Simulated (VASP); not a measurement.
Input of a VASP 6.6.1 run:

The input INCAR:

```
  AGGAC = 1.0
  AGGAX = 1.0
  ALDAC = 0.0
  ALDAX = 1.0
  ALGO = Normal
  EDIFF = 1E-6
  ENCUT = 520
  GGA = B5
  ISIF = 2
  ISMEAR = -1
  LASPH = True
  LCHARG = False
  LREAL = False
  LWAVE = False
  NBANDS = 28
  NELM = 100
  PREC = Accurate
  SIGMA = 0.1
```

Contents of KPOINTS:

```
k-points
0
Gamma
  14 14 4
```

File POSCAR:

```
Pt
1.0
    2.9510519651      0.0000000000      0.0000000000
   -1.4755259826      2.5556859697      0.0000000000
    0.0000000000      0.0000000000      9.9284256184
Pt
4
Direct
    1.0000000000      1.0000000000      0.0000000000
    1.0000000000      1.0000000000      0.5000000000
    0.3333333333      0.6666666667      0.2500000000
    0.6666666667      0.3333333333      0.7500000000
```

Potentials or basis: VASP PAW PBE potentials, release 64 (Pt).

Run with:

```console
$ cat potpaw_PBE.64/Pt/POTCAR > POTCAR
$ mpirun -np 1 vasp_std > vasp.out
```

What does it give for the band gap on the k mesh?

Zero (band 20 reaches 8.38 eV, above the bottom of band 21 at 7.44 eV).

What does it give for the pressure?

-15.6 GPa.

Stress tensor (GPa, compression positive):
```
-15.86   0.00   0.00
  0.00 -15.86   0.00
  0.00   0.00 -15.02
```

Caveat: the PAW data sets were made with another functional, which shifts forces and pressure a little; spin-orbit coupling is left out, which moves the levels of the heavy elements.
